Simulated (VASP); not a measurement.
BeTe:

```xyz
2
Lattice="0.0000 2.8286 2.8286 2.6937 0.0000 2.8286 2.6937 2.8286 0.0000" Properties=species:S:1:pos:R:3 pbc="T T T"
Be    0.0000    0.0000    0.0000
Te    1.3468    1.4143    1.4143
```

This cell differs from its parent crystal: uniaxial x strain -4.8%.

Base run:

```yaml
Program: VASP 6.6.1
Functional: r2SCAN
Potentials_or_basis: VASP PAW PBE potentials, release 64 (Be, Te)
Cutoff: 520 eV
k_mesh: 8 × 8 × 8
Occupations: gaussian, width 0.01 eV
Spin: no spin polarisation
```

Its results: band gap on the k mesh 1.84 eV, indirect (least direct gap 3.76 eV); pressure 3.4 GPa.

Question: The run is repeated on the same cell with these changes: functional from r2SCAN to HSE06; k mesh from 8 × 8 × 8 to 6 × 6 × 6. What comes out?

Answer: Band gap on the k mesh 2.15 eV, indirect (least direct gap 4.21 eV); pressure 2.1 GPa.

Several settings changed at once, so the effect can't be laid on one alone.

Caveats: the PAW data sets were made with another functional, which shifts forces and pressure a little; spin-orbit coupling is left out, which moves the levels of the heavy elements.

A k mesh can miss the band edges.
